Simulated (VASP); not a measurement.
TiTe2, 3 atoms in the cell. The structure is trigonal, space group P-3m1 (No. 164). The conventional cell has a = 3.232 Å, b = 3.232 Å, c = 5.768 Å, α = 90.00°, β = 90.00°, γ = 120.00°. Within 3.4 Å of Ti (site symmetry -3m) lie 6 Te at 2.54 Å and 6 Ti at 3.23 Å. Within 3.4 Å of Te (site symmetry 3m) lie 3 Ti at 2.54 Å and 9 Te at 2.97 to 3.23 Å. 

| Item | Value |
| --- | --- |
| Program | VASP 6.6.1 |
| Task | single point |
| Functional | PBEsol |
| Potentials or basis | VASP PAW PBE potentials, release 64 (Ti_sv, Te) |
| Cutoff | 520 eV |
| k mesh | 11 × 11 × 6 |
| Occupations | fermi-dirac, width 0.05 eV |
| Spin | no spin polarisation |
| Dipole correction | no |
| Further INCAR settings | ALGO = Normal; EDIFF = 1e-06; NBANDS = 19 |

Potentials or basis: VASP PAW PBE potentials, release 64 (Ti_sv, Te).

Command:

```console
$ cat potpaw_PBE.64/Ti_sv/POTCAR potpaw_PBE.64/Te/POTCAR > POTCAR
$ mpirun -np 1 vasp_std > vasp.out
```

Hardware: 1 thread of AMD EPYC 9R45 96-Core Processor (Zen 5), with other jobs on the host.

**Question.** How long does it take, and how much memory?

**Answer.** Run time: 35 s on 1 thread of AMD EPYC 9R45 96-Core Processor (Zen 5), with other jobs on the host, peak memory 0.2 GiB. Counts: scf iterations 14, k points 84.
